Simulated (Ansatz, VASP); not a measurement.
**Two plane-wave programs on AlN**

The input POSCAR:

```
AlN
1.0
    0.0000000000      2.0185979311      2.0185979311
    2.0185979311      0.0000000000      2.0185979311
    2.0185979311      2.0185979311      0.0000000000
Al N
1 1
Direct
    0.5000000000      0.5000000000      0.5000000000
    0.0000000000      0.0000000000      0.0000000000
```

INCAR.step1

```
SYSTEM = AlN
  PREC = Accurate
  ENCUT = 600
  ISMEAR = 0
  SIGMA = 0.02
  LREAL = .FALSE.
  LASPH = .TRUE.
  NELM = 60
  GGA = PE
  ALGO = Normal
  EDIFF = 1E-4
  LWAVE = .TRUE.
  LCHARG = .FALSE.
```

The input INCAR.step2:

```
SYSTEM = AlN
  PREC = Accurate
  ENCUT = 600
  EDIFF = 1E-7
  ISMEAR = 0
  SIGMA = 0.02
  LREAL = .FALSE.
  LASPH = .TRUE.
  NELM = 60
  ALGO = Normal
  ISIF = 3
  LWAVE = .FALSE.
  LCHARG = .FALSE.
  METAGGA = R2SCAN
  LMIXTAU = .TRUE.
  IBRION = 2
  NSW = 100
  EDIFFG = -0.01
  ISTART = 1
```

File KPOINTS:

```
Automatic mesh
0
G
  10 10 10
  0 0 0
```

Input for Ansatz:

```yaml
crystal:
  lattice:
    - [0.0, 2.0185979311, 2.0185979311]
    - [2.0185979311, 0.0, 2.0185979311]
    - [2.0185979311, 2.0185979311, 0.0]
  atoms:
    - { symbol: Al, position: [0.5, 0.5, 0.5] }
    - { symbol: "N", position: [0.0, 0.0, 0.0] }
basis:
  ecutwfc: 500
kpoints:
  mp_grid: { grid: [10, 10, 10] }
hamiltonian:
  xc: r2scan
scf:
  occupations: { method: gaussian, width: 0.02 }
output:
  forces: true
  stress: true
  eigenvalues: true
relax:
  adjacent_minimum: "off"
  f_tol: 0.01
  max_steps: 80
  cell: { stress_tol: 0.05 }
```

Alike in both runs: task relaxation of cell and atoms; functional r2SCAN; k mesh 10 × 10 × 10; occupations gaussian, width 0.02 eV; no spin polarisation.

```csv
,VASP,Ansatz
version,VASP 6.6.1,Ansatz 0.2.0
potentials or method,"VASP PAW PBE potentials, release 64 (Al, N), cutoff 600 eV","scalar-relativistic, plane waves, PAW"
valence electrons in the cell,8,8
```

Ansatz gave:

```
gap on the k mesh at the Fermi level, each at its own relaxed structure (eV) : 5.52
relaxed volume (Å³/atom)                                                     : 8.23
relaxed cell length with the largest relative difference (Å)                 : 2.855
```

**Question.** What did VASP give for the same quantities?

**Answer.** gap on the k mesh at the Fermi level, each at its own relaxed structure (eV): 5.56; relaxed volume (Å³/atom): 8.21; relaxed cell length with the largest relative difference (Å): 2.852.

VASP's potentials were made for PBE, not for r2SCAN.
